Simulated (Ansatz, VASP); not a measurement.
One calculation of Pt, two programs

The input POSCAR:

```
Pt
1.0
    2.5398123665      0.0000000000      0.0000000000
   -1.2699061833      2.1995420302      0.0000000000
    0.0000000000      0.0000000000      5.1755047200
Pt
2
Direct
    0.6666666667      0.3333333333      0.7500000000
    0.3333333333      0.6666666667      0.2500000000
```

The input INCAR.step1:

```
SYSTEM = Pt
  PREC = Accurate
  ENCUT = 520
  ISMEAR = 0
  SIGMA = 0.15
  LREAL = .False.
  LASPH = .True.
  NELM = 80
  NBANDS = 17
  GGA = PE
  ALGO = Normal
  EDIFF = 1E-4
  LWAVE = .True.
  LCHARG = .False.
```

INCAR.step2

```
SYSTEM = Pt
  PREC = Accurate
  ENCUT = 520
  EDIFF = 1E-6
  ISMEAR = 0
  SIGMA = 0.15
  LREAL = .False.
  LASPH = .True.
  NELM = 80
  ALGO = Normal
  ISIF = 2
  LWAVE = .False.
  LCHARG = .False.
  METAGGA = R2SCAN
  LMIXTAU = .True.
  NBANDS = 17
  ISTART = 1
```

File KPOINTS:

```
Automatic mesh
0
Gamma
  18 18 10
  0 0 0
```

Input for Ansatz:

```yaml
crystal:
  lattice:
    - [2.5398123665, 0.0, 0.0]
    - [-1.2699061833, 2.1995420302, 0.0]
    - [0.0, 0.0, 5.17550472]
  atoms:
    - { symbol: Pt, position: [0.6666666667, 0.3333333333, 0.75] }
    - { symbol: Pt, position: [0.3333333333, 0.6666666667, 0.25] }
basis:
  ecutwfc: 500
kpoints:
  mp_grid: { grid: [18, 18, 10] }
hamiltonian:
  xc: r2scan
scf:
  occupations: { method: gaussian, width: 0.15 }
output:
  forces: true
  stress: true
  eigenvalues: true
```

Change from the starting cell: strain -0.080 along x and y, +0.080 along z, atoms carried along.

Alike in both runs: task single point; functional r2SCAN; k mesh 18 × 18 × 10; occupations gaussian, width 0.15 eV; no spin polarisation.

|  | VASP | Ansatz |
| --- | --- | --- |
| version | VASP 6.6.1 | Ansatz 0.2.0 |
| potentials or method | VASP PAW PBE potentials, release 64 (Pt), cutoff 520 eV | scalar-relativistic, plane waves, PAW |
| valence electrons in the cell | 20 | 36 |

|  | VASP | Ansatz | Ansatz less VASP |
| --- | --- | --- | --- |
| gap on the k mesh at the Fermi level (eV) | none | none | - |
| pressure (GPa) | 40.2 | 38.9 | -1.30 |
| traceless stress, the component that is largest in VASP (GPa) | -43.69 | -42.89 | +0.804 |

VASP's potentials were made for PBE, not for r2SCAN. A gap of «none» marks a metal or a gap that the smearing closes. Both programs put the cell under a high pressure, so it lies far from rest at this level. VASP's potentials hold 20 valence electrons a cell and Ansatz's 36, so a difference there can come from the potentials and not from the codes.

Neither program's run includes spin-orbit coupling.
